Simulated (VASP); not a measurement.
# Cd (Pm-3m) in VASP: notebook

Cd is run at these levels: PBE; tasks: single point, relaxation of cell and atoms.

Program: VASP 6.6.1. These are calculated values, not measurements. Logs are shortened: lines on timing, memory, paths and dates and some standing lists are left out, and cuts for length are marked.

### 1 The cell of the first run

Symmetry: Pm-3m, No. 221, cubic system. Conventional cell: a = 2.305 Å, b = 2.305 Å, c = 2.305 Å, α = 90.00°, β = 90.00°, γ = 90.00°. Cd (site symmetry m-3m) has 6 Cd at 2.31 Å within 3.0 Å.

### 2 Single point, PBE

Input file INCAR:

```
SYSTEM = Cd
PREC = Accurate ; ENCUT = 520
EDIFF = 1E-6 ; ISMEAR = -1
SIGMA = 0.08 ; LREAL = .FALSE.
LASPH = .TRUE. ; NELM = 60
ALGO = Normal ; ISIF = 2
LWAVE = .FALSE. ; LCHARG = .FALSE.
GGA = PE ; NBANDS = 12
```

Input file KPOINTS:

```
Automatic mesh
0
G
  16 16 16
  0 0 0
```

Input file POSCAR:

```
Cd
1.0
    2.3050878380      0.0000000000      0.0000000000
    0.0000000000      2.3050878380      0.0000000000
    0.0000000000      0.0000000000      2.3050878380
Cd
1
Direct
    0.0000000000      0.0000000000      0.0000000000
```

Potentials or basis: VASP PAW PBE potentials, release 64 (Cd).

The run is started by

```sh
cat potpaw_PBE.64/Cd/POTCAR > POTCAR
mpirun -np 1 vasp_std > vasp.out
```

OUTCAR:

```text
SYSTEM = Cd
   PREC = Accurate
   ENCUT = 520
   EDIFF = 1E-6
   ISMEAR = -1
   LREAL = .FALSE.
   LASPH = .TRUE.
   NELM = 60
   ISIF = 2
   GGA = PE

 ion  position               nearest neighbor table
   1  0.000  0.000  0.000-

  LATTYP: Found a simple cubic cell.
 ALAT       =     2.3050878380

  Lattice vectors:

 A1 = (   2.3050878380,   0.0000000000,   0.0000000000)
 A2 = (   0.0000000000,   2.3050878380,   0.0000000000)
 A3 = (   0.0000000000,   0.0000000000,   2.3050878380)

Analysis of symmetry for initial positions (statically):
=====================================================================
 Subroutine PRICEL returns:
 Original cell was already a primitive cell.

 Routine SETGRP: Setting up the symmetry group for a
 simple cubic supercell.

 Subroutine GETGRP returns: Found 48 space group operations
 (whereof 48 operations were pure point group operations)
 out of a pool of 48 trial point group operations.

The static configuration has the point symmetry O_h .

Analysis of symmetry for dynamics (positions and initial velocities):
=====================================================================
 Subroutine PRICEL returns:
 Original cell was already a primitive cell.

 Routine SETGRP: Setting up the symmetry group for a
 simple cubic supercell.

 Subroutine GETGRP returns: Found 48 space group operations
 (whereof 48 operations were pure point group operations)
 out of a pool of 48 trial point group operations.

The dynamic configuration has the point symmetry O_h .

 Subroutine INISYM returns: Found 48 space group operations
 (whereof 48 operations are pure point group operations),
 and found     1 'primitive' translations

----------------------------------------------------------------------------------------

                                     Primitive cell

  volume of cell :      12.2479

  direct lattice vectors                    reciprocal lattice vectors
     2.305087838  0.000000000  0.000000000     0.433822947  0.000000000  0.000000000
     0.000000000  2.305087838  0.000000000     0.000000000  0.433822947  0.000000000
     0.000000000  0.000000000  2.305087838     0.000000000  0.000000000  0.433822947

  length of vectors
     2.305087838  2.305087838  2.305087838     0.433822947  0.433822947  0.433822947

  position of ions in fractional coordinates (direct lattice)
     0.000000000  0.000000000  0.000000000
[... 81 lines left out ...]
   NFREE  =      0    steps in history (QN), initial steepest desc. (CG)
   ISIF   =      2    stress and relaxation
   ISYM   =      2    0-nonsym 1-usesym 2-fastsym
   POTIM  = 0.5000    time-step for ionic-motion
   TEBEG  =    0.0;   TEEND  =   0.0 temperature during run
   PSTRESS=    0.0 pullay stress
   NELECT =      12.0000    total number of electrons
   NUPDOWN=      -1.0000    fix difference up-down
   EMIN   =  10.00;   EMAX   =-10.00  energy-range for DOS
   EFERMI =   0.00;   METHOD = LEGACY
   ISMEAR =    -1;   SIGMA  =   0.08  broadening in eV -4-tet -1-fermi 0-gaus
   EFERMI_NEDOS =   21; number of points for ismear=-14 and -15
   IALGO  =     38    algorithm
   IMIX   =      4    mixing-type and parameters
     AMIX     =   0.40;   BMIX     =  1.00
     AMIX_MAG =   1.60;   BMIX_MAG =  1.00
  volume/ion in A,a.u.               =      12.25        82.65
  Fermi-wavevector in a.u.,A,eV,Ry     =   1.625977  3.072651 35.971105  2.643802
  Thomas-Fermi vector in A             =   2.719012
   LORBIT       =      0    0 simple, 1 ext, 2 COOP (PROOUT), +10 PAW based schemes
   GGA     = PE    functional components
   LHFCALC =     F    Hartree Fock is set to
   AEXX    =    0.0000 exact exchange contribution
   IVDW    =     0    specifies the selected vdW correction
   LEPSILON=     F    determine dielectric tensor
   LRPA    =     F    only Hartree local field effects (RPA)
 non-spin polarized calculation
  energy-cutoff  :      520.00
  volume of cell :       12.25
 maximum number of plane-waves:       342
 NGX is ok and might be reduce to    18
   NGX =  9   NGY =  9   NGZ =  9

 number of electron      11.9999988 magnetization

 Free energy of the ion-electron system (eV)
  ---------------------------------------------------
  ext. energy  EPLUGINS =         0.00000000
  ---------------------------------------------------
  free energy    TOTEN  =         3.78708185 eV

  energy without entropy =        3.79413097  energy(sigma->0) =        3.79060641

 E-fermi :   9.1648     XC(G=0): -14.3205

 val. band max:        9.1388880870   @ k =   0.4375   0.1875   0.0625
 cond. band min:       9.1902507326   @ k =   0.5000   0.4375   0.0625
 fundamental gap:      0.0513626456
 Fermi energy:         9.1648362380

 k-point     1 :       0.0000    0.0000    0.0000
  band No.  band energies     occupation
      1      -6.1602      2.00000
      2      -6.1602      2.00000
      3      -5.4995      2.00000
      4      -0.4500      2.00000
      5      -0.4500      2.00000
      6      -0.4500      2.00000
      7      23.7811      0.00000
      8      23.7811      0.00000
      9      23.7811      0.00000
     10      30.3279      0.00000
     11      30.3279      0.00000
     12      32.0774      0.00000
[... 331 lines left out ...]
 k-point    24 :       0.5000    0.1250    0.0000
  band No.  band energies     occupation
      1      -5.3148      2.00000
      2      -3.9249      2.00000
      3      -3.2353      2.00000
      4      -2.3155      2.00000
      5      -0.5501      2.00000
      6       3.6177      2.00000
      7       7.7186      2.00000
      8      25.3080      0.00000
      9      28.8015      0.00000
     10      29.2420      0.00000
     11      33.1132      0.00000
     12      35.4340      0.00000

 [... further k-points ...]

------------------------ aborting loop because EDIFF is reached ----------------------------------------

  FORCE on cell =-STRESS in cart. coord.  units (eV):
  Direction    XX          YY          ZZ          XY          YZ          ZX
  --------------------------------------------------------------------------------------
  -------------------------------------------------------------------------------------
  Total       16.7709329     16.7709329     16.7709329      0.0000000      0.0000000     -0.0000000
  in kB     2193.8420992   2193.8420992   2193.8420992      0.0000000      0.0000000     -0.0000000
  external PRESSURE =    2193.8420992 kB  Pullay stress =       0.0000000 kB

 VOLUME and BASIS-vectors are now :
 -----------------------------------------------------------------------------
  energy-cutoff  :      520.00
  volume of cell :       12.25
      direct lattice vectors                 reciprocal lattice vectors
     2.305087838  0.000000000  0.000000000     0.433822947  0.000000000  0.000000000
     0.000000000  2.305087838  0.000000000     0.000000000  0.433822947  0.000000000
     0.000000000  0.000000000  2.305087838     0.000000000  0.000000000  0.433822947

 POSITION                                       TOTAL-FORCE (eV/Angst)
 -----------------------------------------------------------------------------------
      0.00000      0.00000      0.00000         0.000000      0.000000      0.000000
 -----------------------------------------------------------------------------------
    total drift:                                0.000000      0.000000      0.000000

  FREE ENERGIE OF THE ION-ELECTRON SYSTEM (eV)
  ---------------------------------------------------
  free  energy   TOTEN  =         3.7870818476 eV

  energy  without entropy=        3.7941309714  energy(sigma->0) =        3.79060641
```

Run time: 12 s. Hardware: 1 thread of Intel Xeon 6975P-C, shared host; peak memory 0.13 GiB.

What came out:

* Free energy: 3.7871 eV
* Pressure: 219.4 GPa
* Band gap on the k mesh: zero (band 6 reaches 16.29 eV, above the bottom of band 7 at 7.61 eV)

Levels at points of the mesh, in eV from the Fermi level:
| k point | band 2 | band 3 | band 4 | band 5 | band 6 | band 7 | band 8 | band 9 | band 10 | band 11 |
| --- | --- | --- | --- | --- | --- | --- | --- | --- | --- | --- |
| (0.00, 0.00, 0.00) | -15.33 | -14.66 | -9.61 | -9.61 | -9.61 | 14.62 | 14.62 | 14.62 | 21.16 | 21.16 |
| (0.50, 0.00, 0.00) | -13.62 | -11.53 | -11.53 | -9.44 | -6.64 | -1.55 | 17.20 | 21.28 | 22.91 | 22.91 |
| (0.50, 0.50, 0.00) | -13.67 | -11.19 | -11.19 | -8.14 | 0.12 | 0.12 | 7.68 | 8.18 | 24.92 | 24.92 |
| (0.50, 0.50, 0.50) | -14.34 | -14.34 | -8.02 | -8.02 | 7.09 | 7.77 | 7.77 | 7.77 | 14.50 | 14.50 |

### 3 Relaxation of cell and atoms, PBE, target pressure 210 GPa, at which the enthalpy is minimised

This run uses another cell than the first one, of 11.59 Å³/atom, 0.946 times its volume.

Input file INCAR:

```
SYSTEM = Cd
ALGO = Normal ; EDIFF = 1E-7
EDIFFG = -0.005 ; ENCUT = 600
GGA = PE ; IBRION = 2
ISIF = 3 ; ISMEAR = -1
LASPH = .True. ; LCHARG = .False.
LREAL = .False. ; LWAVE = .False.
NELM = 60 ; NSW = 60
PREC = Accurate ; PSTRESS = 2100.0
SIGMA = 0.08
```

Input file KPOINTS:

```
k-points
0
Gamma
  16 16 16
  0 0 0
```

Input file POSCAR:

```
Cd
1.0
    2.2628745010      0.0000000000      0.0000000000
    0.0000000000      2.2628745010      0.0000000000
    0.0000000000      0.0000000000      2.2628745010
Cd
1
Direct
    0.0000000000      0.0000000000      0.0000000000
```

Potentials or basis: VASP PAW PBE potentials, release 64 (Cd).

The run is started by

```sh
cat potpaw_PBE.64/Cd/POTCAR > POTCAR
mpirun -np 1 vasp_std > vasp.out
```

Run time: 43 s. Hardware: 1 thread of Intel Xeon 6975P-C, shared host; peak memory 0.14 GiB.

Results (log left out):

```
Free energy                                            : 3.6095 eV
Relaxed volume                                         : 12.38 Å³/atom
Relaxed cell                                           : a = 2.313 Å, b = 2.313 Å, c = 2.313 Å, α = 90.00°, β = 90.00°, γ = 90.00°
Space group after relaxing (to 0.05 Å)                 : Pm-3m (No. 221)
Energy change on relaxing (the enthalpy is what falls) : -1187.2 meV/atom
Ionic steps                                            : 5
Pressure after relaxing                                : 210.0 GPa
Band gap on the k mesh                                 : zero (band 6 reaches 16.19 eV, above the bottom of band 7 at 7.41 eV)
```

The path:
```tsv
step	energy change (eV)	largest force (eV/Å)	pressure (GPa)	volume (Å³)
1	0.0000	0.0000	272.34	11.59
2	-5.1714	0.0000	15.49	20.91
3	-1.5766	0.0000	190.06	12.69
4	-1.2117	0.0000	208.74	12.40
5	-1.1872	0.0000	210.00	12.38
```

Final structure:
```
Cd
1.0
     2.31342    0.00000    0.00000
     0.00000    2.31342    0.00000
     0.00000    0.00000    2.31342
Cd
1
Cartesian
  0.0000 0.0000 0.0000
```

Levels at points of the mesh, in eV from the Fermi level:
| k point | band 3 | band 4 | band 5 | band 6 | band 7 | band 8 | band 9 | band 10 |
| --- | --- | --- | --- | --- | --- | --- | --- | --- |
| (0.00, 0.00, 0.00) | -14.52 | -9.57 | -9.57 | -9.57 | 14.56 | 14.56 | 14.56 | 21.04 |
| (0.50, 0.00, 0.00) | -11.45 | -11.45 | -9.40 | -6.55 | -1.58 | 17.19 | 21.20 | 22.77 |
| (0.50, 0.50, 0.00) | -11.11 | -11.11 | -8.12 | 0.15 | 0.15 | 7.65 | 8.05 | 24.82 |
| (0.50, 0.50, 0.50) | -14.20 | -8.00 | -8.00 | 7.16 | 7.71 | 7.71 | 7.71 | 14.41 |

Caveat: the cell is relaxed towards a set pressure, so the enthalpy falls and the energy may rise.

(Part 1 of 2 ends here.)
